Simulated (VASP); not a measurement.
Crystal: Mg2CdSe3.

```
Mg Cd Se
1.0
     4.30085    0.00000    0.00000
    -2.15042    3.72464    0.00000
     0.00000    0.00000   20.87662
Mg Cd Se
4 2 6
Direct
  0.66667 0.33333 0.16740
  0.66667 0.33333 0.83026
  0.33333 0.66667 0.33026
  0.33333 0.66667 0.66740
  0.66667 0.33333 0.50091
  0.33333 0.66667 0.00092
  0.66667 0.33333 0.29195
  0.66667 0.33333 0.62939
  0.66667 0.33333 0.95509
  0.33333 0.66667 0.12939
  0.33333 0.66667 0.45509
  0.33333 0.66667 0.79195
```

Base run:

| Item | Value |
| --- | --- |
| Program | VASP 6.6.1 |
| Functional | r2SCAN |
| Potentials or basis | VASP PAW PBE potentials, release 64 (Mg, Cd, Se) |
| Cutoff | 520 eV |
| k mesh | 6 × 6 × 2 |
| Occupations | gaussian, width 0.02 eV |
| Spin | no spin polarisation |

Its results: band gap on the k mesh 2.09 eV, direct; pressure -1.3 GPa; largest force 0.019 eV/Å.

**Question.** The run is repeated on the same cell with these changes: functional from r2SCAN to PBE; further incar settings from ALGO = Normal; EDIFF = 1e-07; NBANDS = 46 to ALGO = Normal; EDIFF = 1e-06; NBANDS = 46. What comes out?

**Answer.** Band gap on the k mesh 1.54 eV, direct; pressure 0.1 GPa; largest force 0.036 eV/Å.

Caveats: the PAW data sets were made with another functional, which shifts forces and pressure a little (some runs).

A k mesh can miss the band edges.
